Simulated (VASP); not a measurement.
A run of VASP 6.6.1 is set up as follows.

Contents of POSCAR:

```
GdO
1.0
    0.0000000000      2.6586397869      2.6586397869
    2.6586397869      0.0000000000      2.6586397869
    2.6586397869      2.6586397869      0.0000000000
Gd O
1 1
Direct
    0.0000000000      0.0000000000      0.0000000000
    0.7500000000      0.7500000000      0.7500000000
```

File INCAR.step1:

```
PREC = Accurate
ENCUT = 520
EDIFF = 1E-5
ISMEAR = -1
SIGMA = 0.05
LREAL = False
LASPH = True
NELM = 150
ALGO = Normal
ISIF = 2
LWAVE = True
LCHARG = False
ISPIN = 2
MAGMOM = 7 0
LORBIT = 11
LMAXMIX = 6
NBANDS = 23
GGA = PE
```

Contents of INCAR.step2:

```
PREC = Accurate
ENCUT = 520
EDIFF = 1E-6
ISMEAR = -1
SIGMA = 0.05
LREAL = False
LASPH = True
NELM = 150
ALGO = Normal
ISIF = 2
LWAVE = False
LCHARG = False
ISPIN = 2
MAGMOM = 7 0
LORBIT = 11
LMAXMIX = 6
GGA = PS
LHFCALC = True
AEXX = 0.25
PRECFOCK = Normal
NBANDS = 23
ISTART = 1
```

File KPOINTS:

```
regular mesh
0
Gamma
  5 5 5
```

Potentials or basis: VASP PAW PBE potentials, release 64 (Gd, O).

Command:

```bash
$ cat potpaw_PBE.64/Gd/POTCAR potpaw_PBE.64/O/POTCAR > POTCAR
$ cp INCAR.step1 INCAR
$ mpirun -np 1 vasp_std > vasp.out
$ cp INCAR.step2 INCAR
$ mpirun -np 1 vasp_std > vasp.out
```

(1) Estimate the pressure.

(2) Predict the band gap on the k mesh.

(3) What does it give for the net moment?

(4) Predict the site moments.

Results:

(1) 0.1 GPa.

(2) zero (filled and empty bands overlap).

(3) 7.99 μB per cell.

(4) Gd +7.08; O +0.02 μB.

Caveat: the k points lie up to 0.41 Å⁻¹ apart; the PAW data sets were made with another functional, which shifts forces and pressure a little; spin-orbit coupling is left out, which moves the levels of the heavy elements; a cell with one magnetic atom can't hold antiferromagnetic order, which such compounds often take.
